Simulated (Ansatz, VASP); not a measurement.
# Te2Mo: VASP beside Ansatz

```xyz
3
Lattice="3.2967 0.0000 0.0000 0.0000 3.2967 0.0000 0.0000 0.0000 7.5449" Properties=species:S:1:pos:R:3 pbc="T T T"
Te    0.0000    0.0000    5.4463
Te    0.0000    0.0000    2.0987
Mo    1.6484    1.6484    3.7725
```

Alike in both runs: functional PBE; k mesh 6 × 6 × 2; occupations gaussian, width 0.1 eV; no spin polarisation.

Ansatz relaxed the structure, and its values are those at the end. VASP's run is a single point on that final structure, the one shown.

|  | VASP | Ansatz |
| --- | --- | --- |
| version | VASP 6.6.1 | Ansatz 0.2.0 |
| potentials or method | VASP PAW PBE potentials, release 64 (Te, Mo_sv), cutoff 520 eV | scalar-relativistic, plane waves, PAW |
| valence electrons in the cell | 26 | 46 |

Ansatz gave:

```
gap on the k mesh at the Fermi level (eV) : none
pressure (GPa)                            : 0.0
rms of the force components (eV/Å)        : 0.003
```

Task: Estimate VASP's values.

Result: gap on the k mesh at the Fermi level (eV): none; pressure (GPa): 0.0; rms of the force components (eV/Å): 0.007.

A gap of «none» marks a metal or a gap that the smearing closes. VASP's potentials hold 26 valence electrons a cell and Ansatz's 46, so a difference there can come from the potentials and not from the codes.

The k mesh is coarse, so the values compare programs but aren't converged. Neither program's run includes spin-orbit coupling.
